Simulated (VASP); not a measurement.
# PtS2 (P-3m1) in VASP: further runs

Runs on PtS2. Level: LDA. Tasks: single point.

Program: VASP 6.6.1. These are calculated values, not measurements. Logs are shortened: lines on timing, memory, paths and dates and some standing lists are left out, and cuts for length are marked.

### 1 The cell of the first run

Symmetry: P-3m1, No. 164, trigonal system. The conventional cell has a = 3.366 Å, b = 3.366 Å, c = 5.291 Å, α = 90.00°, β = 90.00°, γ = 120.00°. Within 3.1 Å of Pt (site symmetry -3m) lie 6 S at 2.35 Å. Within 3.1 Å of S (site symmetry 3m) lie 3 Pt at 2.35 Å.

### 2 Single point, LDA (strain -0.050 along x and y, +0.050 along z)

INCAR reads:

```
ALGO = Normal
EDIFF = 1E-6
ENCUT = 520
GGA = CA
ISIF = 2
ISMEAR = 0
LASPH = T
LCHARG = F
LREAL = F
LWAVE = F
NBANDS = 18
NELM = 100
PREC = Accurate
SIGMA = 0.05
```

KPOINTS reads:

```
k-points
0
Gamma
  12 12 8
```

POSCAR reads:

```
PtS2
1.0
    3.3660395020      0.0000000000      0.0000000000
   -1.6830197510      2.9150757189      0.0000000000
    0.0000000000      0.0000000000      5.2907400000
Pt S
1 2
Direct
    0.0000000000      0.0000000000      0.0000000000
    0.3333333333      0.6666666667      0.2500000000
    0.6666666667      0.3333333333      0.7500000000
```

Potentials or basis: VASP PAW LDA potentials, release 64 (Pt, S).

Run with:

```bash
$ cat potpaw_LDA.64/Pt/POTCAR potpaw_LDA.64/S/POTCAR > POTCAR
$ mpirun -np 1 vasp_std > vasp.out
```

OUTCAR:

```text
EDIFF = 1E-6
   ENCUT = 520
   GGA = CA
   ISIF = 2
   ISMEAR = 0
   LASPH = T
   LREAL = F
   NELM = 100
   PREC = Accurate

 ion  position               nearest neighbor table
   1  0.000  0.000  0.000-   2 2.35   3 2.35   3 2.35   2 2.35   3 2.35   2 2.35
   2  0.333  0.667  0.250-   1 2.35   1 2.35   1 2.35
   3  0.667  0.333  0.750-   1 2.35   1 2.35   1 2.35

  LATTYP: Found a hexagonal cell.
 ALAT       =     3.3660395020
 C/A-ratio  =     1.5717997358

  Lattice vectors:

 A1 = (   3.3660395020,   0.0000000000,   0.0000000000)
 A2 = (  -1.6830197510,   2.9150757189,   0.0000000000)
 A3 = (   0.0000000000,   0.0000000000,   5.2907400000)

Analysis of symmetry for initial positions (statically):
=====================================================================
 Subroutine PRICEL returns:
 Original cell was already a primitive cell.

 Routine SETGRP: Setting up the symmetry group for a
 hexagonal supercell.

 Subroutine GETGRP returns: Found 12 space group operations
 (whereof 12 operations were pure point group operations)
 out of a pool of 24 trial point group operations.

The static configuration has the point symmetry D_3d.

Analysis of symmetry for dynamics (positions and initial velocities):
=====================================================================
 Subroutine PRICEL returns:
 Original cell was already a primitive cell.

 Routine SETGRP: Setting up the symmetry group for a
 hexagonal supercell.

 Subroutine GETGRP returns: Found 12 space group operations
 (whereof 12 operations were pure point group operations)
 out of a pool of 24 trial point group operations.

The dynamic configuration has the point symmetry D_3d.

 Subroutine INISYM returns: Found 12 space group operations
 (whereof 12 operations are pure point group operations),
 and found     1 'primitive' translations

----------------------------------------------------------------------------------------

                                     Primitive cell

  volume of cell :      51.9141

  direct lattice vectors                    reciprocal lattice vectors
     3.366039502  0.000000000  0.000000000     0.297085046  0.171522131  0.000000000
[... 77 lines left out ...]
   NGXF,Y,Z  is equivalent  to a cutoff of  27.66, 27.66, 25.14 a.u.
 SYSTEM =  unknown system
   PREC   = accura    normal or accurate (medium, high low for compatibility)
   ISTART =      0    job   : 0-new  1-cont  2-samecut
   ICHARG =      2    charge: 1-file 2-atom 10-const
   ISPIN  =      1    spin polarized calculation?
   LNONCOLLINEAR =      F non collinear calculations
   LSORBIT =      F    spin-orbit coupling
   LASPH  =      T    aspherical Exc in radial PAW
   ENCUT  =  520.0 eV  38.22 Ry    6.18 a.u.   6.26  6.26  9.84*2*pi/ulx,y,z
   NELM   =    100;   NELMIN=  2; NELMDL= -5     # of ELM steps
   EDIFF  = 0.1E-05   stopping-criterion for ELM
   LREAL  =      F    real-space projection
   EDIFFG = 0.1E-04   stopping-criterion for IOM
   NSW    =      0    number of steps for IOM
   IBRION =     -1    ionic relax: 0-MD 1-quasi-New 2-CG
   NFREE  =      0    steps in history (QN), initial steepest desc. (CG)
   ISIF   =      2    stress and relaxation
   ISYM   =      2    0-nonsym 1-usesym 2-fastsym
   POTIM  = 0.5000    time-step for ionic-motion
   TEBEG  =    0.0;   TEEND  =   0.0 temperature during run
   PSTRESS=    0.0 pullay stress
   NELECT =      22.0000    total number of electrons
   NUPDOWN=      -1.0000    fix difference up-down
   EMIN   =  10.00;   EMAX   =-10.00  energy-range for DOS
   EFERMI =   0.00;   METHOD = LEGACY
   ISMEAR =     0;   SIGMA  =   0.05  broadening in eV -4-tet -1-fermi 0-gaus
   EFERMI_NEDOS =   21; number of points for ismear=-14 and -15
   IALGO  =     38    algorithm
   IMIX   =      4    mixing-type and parameters
     AMIX     =   0.40;   BMIX     =  1.00
     AMIX_MAG =   1.60;   BMIX_MAG =  1.00
  volume/ion in A,a.u.               =      17.30       116.78
  Fermi-wavevector in a.u.,A,eV,Ry     =   1.229666  2.323732 20.573083  1.512079
  Thomas-Fermi vector in A             =   2.364545
   LORBIT       =      0    0 simple, 1 ext, 2 COOP (PROOUT), +10 PAW based schemes
   GGA     = CA    functional components
   LHFCALC =     F    Hartree Fock is set to
   AEXX    =    0.0000 exact exchange contribution
   IVDW    =     0    specifies the selected vdW correction
   LEPSILON=     F    determine dielectric tensor
   LRPA    =     F    only Hartree local field effects (RPA)
 non-spin polarized calculation
 Gauss-broadening in eV      SIGMA  =   0.05
  energy-cutoff  :      520.00
  volume of cell :       51.91
 maximum number of plane-waves:      1418
 NGX is ok and might be reduce to    28
   NGX = 13   NGY = 13   NGZ = 19

 number of electron      22.0000004 magnetization

 Free energy of the ion-electron system (eV)
  ---------------------------------------------------
  ext. energy  EPLUGINS =         0.00000000
  ---------------------------------------------------
  free energy    TOTEN  =       -17.96244602 eV

  energy without entropy =      -17.96244602  energy(sigma->0) =      -17.96244602

 E-fermi :   7.5377     XC(G=0): -11.2354

 val. band max:        7.2934721561   @ k =   0.0000   0.1667   0.2500
 cond. band min:       7.9623599886   @ k =   0.2500   0.2500   0.0000
 fundamental gap:      0.6688878325
 Fermi energy:         7.5377178495

 k-point     1 :       0.0000    0.0000    0.0000
  band No.  band energies     occupation
      1      -8.2155      2.00000
      2      -5.4392      2.00000
      3      -0.2762      2.00000
      4       0.7904      2.00000
      5       0.7904      2.00000
      6       3.3694      2.00000
[... 481 lines left out ...]
      5       0.9894      2.00000
      6       2.6862      2.00000
[... 10 lines left out ...]
     17      16.7579      0.00000
     18      17.2314      0.00000

 [... further k-points ...]
[... 5 lines left out ...]
  --------------------------------------------------------------------------------------
  -------------------------------------------------------------------------------------
  Total        3.3890828      3.3890828     -0.7112750      0.0000000     -0.0000000      0.0000000
  in kB      104.5941249    104.5941249    -21.9514209      0.0000000     -0.0000000      0.0000000
  external PRESSURE =      62.4122763 kB  Pullay stress =       0.0000000 kB

 VOLUME and BASIS-vectors are now :
 -----------------------------------------------------------------------------
  energy-cutoff  :      520.00
  volume of cell :       51.91
      direct lattice vectors                 reciprocal lattice vectors
     3.366039502  0.000000000  0.000000000     0.297085046  0.171522131  0.000000000
    -1.683019751  2.915075719  0.000000000     0.000000000  0.343044262  0.000000000
     0.000000000  0.000000000  5.290740000     0.000000000  0.000000000  0.189009477

 POSITION                                       TOTAL-FORCE (eV/Angst)
 -----------------------------------------------------------------------------------
      0.00000      0.00000      0.00000         0.000000      0.000000      0.000000
     -0.00000      1.94338      1.32269         0.000000      0.000000     -0.257006
      1.68302      0.97169      3.96806        -0.000000      0.000000      0.257006
 -----------------------------------------------------------------------------------
    total drift:                               -0.000000     -0.000000     -0.000000

  FREE ENERGIE OF THE ION-ELECTRON SYSTEM (eV)
  ---------------------------------------------------
  free  energy   TOTEN  =       -17.9624460166 eV

  energy  without entropy=      -17.9624460166  energy(sigma->0) =      -17.96244602
```

stdout:

```text
POSCAR found type information on POSCAR PtS
 POSCAR found :  2 types and       3 ions
 scaLAPACK will be used
 LDA part: xc-table for (Slater(with rela. corr.)+CA(PZ))
 , standard interpolation
 POSCAR, INCAR and KPOINTS ok, starting setup
 FFT: planning ... GRIDC
 FFT: planning ... GRID_SOFT
 FFT: planning ... GRID
 WAVECAR not read
 entering main loop
```

Wall time 86 s (1 thread of Intel Xeon Platinum 8259CL at 2.50GHz (Skylake/Cascade Lake), shared host); peak memory 0.24 GiB.

What came out:

```
Free energy            : -17.9624 eV
Pressure               : 6.2 GPa
Largest force          : 0.257 eV/Å
Band gap on the k mesh : 0.67 eV, indirect (least direct gap 0.87 eV)
```

Forces in eV/Å, atoms in the order of the input:
```
Pt   0.000  0.000  0.000
S    0.000  0.000 -0.257
S    0.000  0.000  0.257
```

Stress tensor (GPa, compression positive):
```
10.46  0.00  0.00
 0.00 10.46  0.00
 0.00  0.00 -2.20
```

Levels at points of the mesh, in eV from the valence-band top:
```tsv
k point	band 9	band 10	band 11	band 12	band 13	band 14
(0.00, 0.00, 0.00)	-0.69	-0.69	-0.19	2.28	2.28	5.02
(0.50, 0.00, 0.00)	-2.85	-2.75	-2.19	1.61	2.73	5.69
(0.00, 0.00, 0.50)	-1.18	-0.93	-0.93	2.82	2.82	5.66
(0.50, 0.00, 0.50)	-2.33	-2.31	-1.71	1.81	2.80	4.77
```

Caveat: the cell differs from its parent crystal (strain -0.050 along x and y, +0.050 along z); spin-orbit coupling is left out, which moves the levels of the heavy elements.

### 3 Single point, LDA (strain +0.000 along x and y, -0.050 along z)

INCAR reads:

```
SYSTEM = PtS2
  ALGO = Normal
  EDIFF = 1E-7
  ENCUT = 520
  GGA = CA
  ISIF = 2
  ISMEAR = 0
  LASPH = .TRUE.
  LCHARG = .FALSE.
  LREAL = .FALSE.
  LWAVE = .FALSE.
  NBANDS = 18
  NELM = 80
  PREC = Accurate
  SIGMA = 0.05
```

KPOINTS reads:

```
k-points
0
G
  12 12 8
  0 0 0
```

POSCAR reads:

```
PtS2
1.0
    3.5431994758      0.0000000000      0.0000000000
   -1.7715997379      3.0685007567      0.0000000000
    0.0000000000      0.0000000000      4.7868600000
Pt S
1 2
Direct
    0.0000000000      0.0000000000      0.0000000000
    0.3333333333      0.6666666667      0.2500000000
    0.6666666667      0.3333333333      0.7500000000
```

Potentials or basis: VASP PAW LDA potentials, release 64 (Pt, S).

Run with:

```bash
$ cat potpaw_LDA.64/Pt/POTCAR potpaw_LDA.64/S/POTCAR > POTCAR
$ mpirun -np 1 vasp_std > vasp.out
```

It took 86 s on 1 thread of Intel Xeon Platinum 8259CL at 2.50GHz (Skylake/Cascade Lake), shared host; peak memory 0.23 GiB.

It converged, with:

```yaml
Free_energy: -18.2004 eV
Pressure: -0.1 GPa
Largest_force: 0.069 eV/Å
Band_gap_on_the_k_mesh: 0.30 eV, indirect (least direct gap 0.66 eV)
```

Forces on the atoms (eV/Å):
```
Pt   0.000  0.000  0.000
S    0.000  0.000  0.069
S    0.000  0.000 -0.069
```

Stress tensor (GPa, compression positive):
```
 0.33  0.00  0.00
 0.00  0.33  0.00
 0.00  0.00 -1.01
```

Levels at points of the mesh, in eV from the valence-band top:
```
           k point  band 7  band 8  band 9  band 10  band 11  band 12  band 13  band 14  band 15  band 16
(0.00, 0.00, 0.00)   -4.26   -2.37   -1.44    -1.44     0.00     1.57     1.57     3.83     5.17     7.50
(0.50, 0.00, 0.00)   -3.90   -3.83   -3.55    -3.45    -2.82     1.02     2.45     5.29     6.17     7.46
(0.00, 0.00, 0.50)   -4.30   -3.19   -1.84    -1.84    -1.32     2.45     2.45     5.20     6.91     7.07
(0.50, 0.00, 0.50)   -3.60   -3.57   -3.17    -3.15    -1.52     1.15     1.88     4.81     5.06     7.42
```

Caveat: the cell differs from its parent crystal (strain +0.000 along x and y, -0.050 along z); spin-orbit coupling is left out, which moves the levels of the heavy elements.

### 4 Single point, LDA (strain +0.050 along x and y, +0.000 along z)

INCAR reads:

```
SYSTEM = PtS2
PREC     = Accurate       ! precision mode
ENCUT    = 520            ! plane-wave cutoff, eV
EDIFF    = 1E-6           ! SCF threshold, eV
ISMEAR   = 0              ! smearing method
SIGMA    = 0.05           ! smearing width, eV
LREAL    = .FALSE.        ! projectors in reciprocal space
LASPH    = .TRUE.         ! aspherical terms in the spheres
NELM     = 100            ! most SCF steps
ALGO     = Normal         ! electronic algorithm
ISIF     = 2              ! what is computed and relaxed
LWAVE    = .FALSE.        ! write WAVECAR
LCHARG   = .FALSE.        ! write CHGCAR
NBANDS   = 18             ! bands
```

KPOINTS reads:

```
Automatic mesh
0
G
  12 12 8
  0 0 0
```

POSCAR reads:

```
PtS2
1.0
    3.7203594496      0.0000000000      0.0000000000
   -1.8601797248      3.2219257945      0.0000000000
    0.0000000000      0.0000000000      5.0388000000
Pt S
1 2
Direct
    0.0000000000      0.0000000000      0.0000000000
    0.3333333333      0.6666666667      0.2500000000
    0.6666666667      0.3333333333      0.7500000000
```

Run with:

```bash
$ cat potpaw_LDA.64/Pt/POTCAR potpaw_LDA.64/S/POTCAR > POTCAR
$ mpirun -np 1 vasp_std > vasp.out
```

It took 97 s on 1 thread of Intel Xeon Platinum 8259CL at 2.50GHz (Skylake/Cascade Lake), shared host; peak memory 0.25 GiB.

It converged, with:

```yaml
Free_energy: -17.7027 eV
Pressure: -16.6 GPa
Largest_force: 1.451 eV/Å
Band_gap_on_the_k_mesh: 0.16 eV, indirect (least direct gap 0.51 eV)
```

Forces in eV/Å, atoms in the order of the input:
```
Pt   0.000  0.000  0.000
S    0.000  0.000 -1.451
S    0.000  0.000  1.451
```

Stress tensor (GPa, compression positive):
```
-18.44   0.00   0.00
  0.00 -18.44   0.00
  0.00   0.00 -13.00
```

Levels at points of the mesh, in eV from the valence-band top:
| k point | band 7 | band 8 | band 9 | band 10 | band 11 | band 12 | band 13 | band 14 | band 15 | band 16 |
| --- | --- | --- | --- | --- | --- | --- | --- | --- | --- | --- |
| (0.00, 0.00, 0.00) | -3.44 | -2.03 | -1.23 | -1.23 | 0.00 | 1.31 | 1.31 | 4.04 | 4.19 | 7.62 |
| (0.50, 0.00, 0.00) | -3.19 | -3.18 | -2.92 | -2.88 | -2.52 | 0.80 | 1.93 | 4.80 | 6.17 | 7.60 |
| (0.00, 0.00, 0.50) | -3.47 | -2.64 | -1.56 | -1.56 | -1.44 | 1.93 | 1.93 | 5.24 | 5.84 | 7.17 |
| (0.50, 0.00, 0.50) | -2.99 | -2.93 | -2.66 | -2.62 | -1.33 | 0.99 | 1.33 | 4.52 | 5.15 | 7.66 |

Caveat: the cell differs from its parent crystal (strain +0.050 along x and y, +0.000 along z); spin-orbit coupling is left out, which moves the levels of the heavy elements; forces of over 1 eV/Å act on the atoms, so gaps and moduli don't describe the material at rest. A k mesh can miss the band edges.

### 5 Summary

| cell | gap on the mesh (eV) | pressure (GPa) | largest force (eV/Å) |
| --- | --- | --- | --- |
| a = 3.366, b = 3.366, c = 5.291 Å, angles 90.0, 90.0, 120.0°, 3 atoms | 0.67 | 6.2 | 0.26 |
| a = 3.543, b = 3.543, c = 4.787 Å, angles 90.0, 90.0, 120.0°, 3 atoms | 0.30 | -0.1 | 0.07 |
| a = 3.720, b = 3.720, c = 5.039 Å, angles 90.0, 90.0, 120.0°, 3 atoms | 0.16 | -16.6 | 1.45 |

Alike in all rows: task single point; level LDA; potentials or basis VASP PAW LDA potentials, release 64 (Pt, S); no spin polarisation; k mesh 12 × 12 × 8; cutoff (eV) 520; smearing gaussian 0.05 eV.

Caveats: spin-orbit coupling is left out, which moves the levels of the heavy elements; forces of over 1 eV/Å act on the atoms, so gaps and moduli don't describe the material at rest (some runs).

Total energies depend on the potentials used, so only differences within one code and one set of settings carry meaning.
